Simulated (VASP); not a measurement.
Here is a VASP 6.6.1 calculation.

Contents of POSCAR:

```
NaH
1.0
    0.0000000000      2.3975116441      2.3975116441
    2.3975116441      0.0000000000      2.3975116441
    2.3975116441      2.3975116441      0.0000000000
Na H
1 1
Direct
    0.0000000000      0.0000000000      0.0000000000
    0.5000000000      0.5000000000      0.5000000000
```

The input INCAR.step1:

```
ALGO     = Normal         # electronic algorithm
EDIFF    = 1E-8           # SCF threshold, eV
ENCUT    = 500            # plane-wave cutoff, eV
GGA      = PE             # functional
ISMEAR   = 0              # smearing method
LASPH    = T              # aspherical terms in the spheres
LCHARG   = F              # write CHGCAR
LREAL    = F              # projectors in reciprocal space
LWAVE    = T              # write WAVECAR
NELM     = 60             # most SCF steps
PREC     = Accurate       # precision mode
SIGMA    = 0.01           # smearing width, eV
```

File INCAR.step2:

```
ALGO     = Exact          # electronic algorithm
EDIFF    = 1E-8           # SCF threshold, eV
ENCUT    = 500            # plane-wave cutoff, eV
GGA      = PE             # functional
ISMEAR   = 0              # smearing method
ISTART   = 1            
LASPH    = T              # aspherical terms in the spheres
LCHARG   = F              # write CHGCAR
LOPTICS  = T              # frequency-dependent dielectric function
LREAL    = F              # projectors in reciprocal space
LWAVE    = T              # write WAVECAR
NBANDS   = 87             # bands
NELM     = 1              # most SCF steps
PREC     = Accurate       # precision mode
SIGMA    = 0.01           # smearing width, eV
```

File INCAR.step3:

```
ALGO     = EVGW0          # electronic algorithm
EDIFF    = 1E-8           # SCF threshold, eV
ENCUT    = 500            # plane-wave cutoff, eV
ENCUTGW  = 120.0          # cutoff of the response function
GGA      = PE             # functional
ISMEAR   = 0              # smearing method
ISTART   = 1            
LASPH    = T              # aspherical terms in the spheres
LCHARG   = F              # write CHGCAR
LREAL    = F              # projectors in reciprocal space
LWAVE    = F              # write WAVECAR
NBANDS   = 87             # bands
NBANDSGW = 13           
NELMGW   = 1            
NOMEGA   = 96             # frequency points
OMEGAMAX = 20           
PREC     = Accurate       # precision mode
PRECFOCK = Fast         
SIGMA    = 0.01           # smearing width, eV
```

File KPOINTS:

```
k-points
0
Gamma
  6 6 6
```

Potentials or basis: VASP PAW PBE potentials, release 64 (Na_sv_GW, H_GW).

Launch:

```bash
$ cat potpaw_PBE.64/Na_sv_GW/POTCAR potpaw_PBE.64/H_GW/POTCAR > POTCAR
$ cp INCAR.step1 INCAR
$ mpirun -np 1 vasp_std > vasp.out
$ cp INCAR.step2 INCAR
$ mpirun -np 1 vasp_std > vasp.out
$ cp INCAR.step3 INCAR
$ mpirun -np 1 vasp_std > vasp.out
```

Q: Estimate the quasiparticle gap.

A: 6.09 eV.

Q: What does it give for the least direct quasiparticle gap?

A: 6.97 eV.

Q: Predict the least direct gap of the starting levels on the mesh.

A: 4.68 eV.

Q: Estimate the band gap of the starting levels on the mesh.

A: 3.85 eV.

Caveat: the k points lie up to 0.38 Å⁻¹ apart; bands, screening cutoff and mesh are small and nothing is extrapolated, so the quasiparticle values aren't converged.
